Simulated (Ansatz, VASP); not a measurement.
One calculation of BAs, two programs

INCAR

```
PREC = Accurate
ENCUT = 500
EDIFF = 1E-6
ISMEAR = -5
SIGMA = 0.1
LREAL = F
LASPH = T
NELM = 120
ALGO = Normal
ISIF = 2
LWAVE = F
LCHARG = T
GGA = PE
LELF = T
LVHAR = T
NBANDS = 11
GGA_COMPAT = F
```

Contents of KPOINTS:

```
regular mesh
0
Gamma
  18 18 18
```

POSCAR

```
BAs
1.0
    2.9343916648      0.0000000000      0.0000000000
    0.0000000000      2.9343916648      0.0000000000
    0.0000000000      0.0000000000      2.9343916648
B As
1 1
Direct
    0.0000000000      0.0000000000      0.0000000000
    0.5000000000      0.5000000000      0.5000000000
```

Input for Ansatz:

```yaml
crystal:
  lattice:
    - [2.9343916648, 0.0, 0.0]
    - [0.0, 2.9343916648, 0.0]
    - [0.0, 0.0, 2.9343916648]
  atoms:
    - { symbol: B, position: [0.0, 0.0, 0.0] }
    - { symbol: As, position: [0.5, 0.5, 0.5] }
basis:
  ecutwfc: 420
kpoints:
  mp_grid: { grid: [18, 18, 18] }
hamiltonian:
  xc: pbe
scf:
  occupations: { method: tetrahedron }
output:
  forces: true
  eigenvalues: true
  stress: true
```

Alike in both runs: task single point; functional PBE; k mesh 18 × 18 × 18; occupations tetrahedron; no spin polarisation.

|  | VASP | Ansatz |
| --- | --- | --- |
| version | VASP 6.6.1 | Ansatz 0.2.0 |
| potentials or method | VASP PAW PBE potentials, release 64 (B, As), cutoff 500 eV | scalar-relativistic, plane waves, PAW |
| valence electrons in the cell | 8 | 18 |

Ansatz gave:

| Property | Result |
| --- | --- |
| gap on the k mesh at the Fermi level (eV) | none |
| pressure (GPa) | 0.3 |

Task: What did VASP give for the same quantities?

Result: gap on the k mesh at the Fermi level (eV): none; pressure (GPa): 0.4.

A gap of «none» marks a metal or a gap that the smearing closes. VASP's potentials hold 8 valence electrons a cell and Ansatz's 18, so a difference there can come from the potentials and not from the codes. Ansatz's warnings: band table not solved further, tetrahedron derivatives may miss energy slope.
